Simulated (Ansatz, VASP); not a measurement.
## HfO2 in VASP and in Ansatz

Contents of INCAR:

```
ALGO = Normal ; EDIFF = 1E-7
ENCUT = 520 ; GGA = PS
ISIF = 2 ; ISMEAR = 0
LASPH = T ; LCHARG = F
LREAL = F ; LWAVE = F
NBANDS = 18 ; NELM = 60
PREC = Accurate ; SIGMA = 0.05
```

Contents of KPOINTS:

```
k-points
0
Gamma
  8 8 8
```

POSCAR

```
HfO2
1.0
    0.0000000000      2.5220673956      2.5220673956
    2.5220673956      0.0000000000      2.5220673956
    2.5220673956      2.5220673956      0.0000000000
Hf O
1 2
Direct
    0.0000000000      0.0000000000      0.0022035292
    0.2500000000      0.2500000000      0.2377084966
    0.7500000000      0.7500000000      0.7377084966
```

Input for Ansatz:

```yaml
crystal:
  lattice:
    - [0.0, 2.5220673956, 2.5220673956]
    - [2.5220673956, 0.0, 2.5220673956]
    - [2.5220673956, 2.5220673956, 0.0]
  atoms:
    - { symbol: Hf, position: [0.0, 0.0, 0.0022035292] }
    - { symbol: O, position: [0.25, 0.25, 0.2377084966] }
    - { symbol: O, position: [0.75, 0.75, 0.7377084966] }
basis:
  ecutwfc: 520.0
kpoints:
  mp_grid: { grid: [8, 8, 8] }
hamiltonian:
  xc: pbesol
  pseudopotentials: { kind: paw, azcp: { folder: soft_1 } }
scf:
  occupations: { method: gaussian, width: 0.05 }
output:
  forces: true
  stress: true
  eigenvalues: true
```

Change from the starting cell: mode 4 frozen in at -0.031 Å and mode 5 at -0.031 Å (largest displacements).

Alike in both runs: task single point; functional PBEsol; k mesh 8 × 8 × 8; occupations gaussian, width 0.05 eV; no spin polarisation.

|  | VASP | Ansatz |
| --- | --- | --- |
| version | VASP 6.6.1 | Ansatz 0.2.0 |
| potentials or method | VASP PAW PBE potentials, release 64 (Hf_pv, O), cutoff 520 eV | scalar-relativistic, plane waves, PAW |
| valence electrons in the cell | 22 | 38 |

|  | VASP | Ansatz | Ansatz less VASP |
| --- | --- | --- | --- |
| gap on the k mesh at the Fermi level (eV) | 3.71 | 3.69 | -0.019 |
| least direct gap on the mesh (eV) | 3.71 | 3.69 | -0.019 |
| pressure (GPa) | -3.5 | 0.3 | +3.78 |
| traceless stress, the component that is largest in VASP (GPa) | 0.27 | 0.27 | -0.001 |
| rms of the force components (eV/Å) | 0.118 | 0.123 | +0.0046 |

VASP's potentials were made for PBE, not for PBEsol, and Ansatz warns of the same on its side. Atom by atom the forces differ by 0.005 eV/Å (rms over components). VASP's potentials hold 22 valence electrons a cell and Ansatz's 38, so a difference there can come from the potentials and not from the codes.

Neither program's run includes spin-orbit coupling.
